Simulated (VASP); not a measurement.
Here is a VASP 6.6.1 calculation.

Contents of INCAR:

```
SYSTEM = GaN
PREC = Accurate
ENCUT = 520
EDIFF = 1E-6
ISMEAR = 0
SIGMA = 0.05
LREAL = .False.
LASPH = .True.
NELM = 100
ALGO = Normal
ISIF = 2
LWAVE = .False.
LCHARG = .False.
LDIPOL = .True.
IDIPOL = 3
DIPOL = 0.5 0.5 0.327
GGA = PE
NBANDS = 46
```

Contents of KPOINTS:

```
regular mesh
0
Gamma
  9 9 1
  0 0 0
```

Contents of POSCAR:

```
GaN
1.0
    3.2184289305      0.0000000000      0.0000000000
   -1.6092144652      2.7872412141      0.0000000000
    0.0000000000      0.0000000000     33.2269510279
N Ga
4 4
Direct
    0.6850812513      0.3149187487      0.2085061204
    0.3518301322      0.6481698678      0.2874350117
    0.6853867714      0.3146132286      0.3666723934
    0.3519708345      0.6480291655      0.4455832034
    0.3517579049      0.6482420951      0.2099929407
    0.6851606276      0.3148393724      0.2870131915
    0.3520572580      0.6479427420      0.3670934340
    0.6852548108      0.3147451892      0.4441277160
```

Potentials or basis: VASP PAW PBE potentials, release 64 (N, Ga_d).

Launch:

```bash
$ cat potpaw_PBE.64/N/POTCAR potpaw_PBE.64/Ga_d/POTCAR > POTCAR
$ mpirun -np 1 vasp_std > vasp.out
```

Task: What does it give for the largest force?

Result: 0.005 eV/Å.

Task: Estimate the band gap on the k mesh.

Result: 2.06 eV (least direct gap 2.43 eV).

Forces in eV/Å, atoms in the order of the input:
```
N    0.002 -0.001  0.002
N    0.001 -0.001  0.002
N    0.000  0.000 -0.001
N   -0.004  0.002  0.003
Ga  -0.002  0.001 -0.003
Ga   0.000  0.000 -0.001
Ga  -0.002  0.001  0.001
Ga   0.004 -0.003 -0.001
```
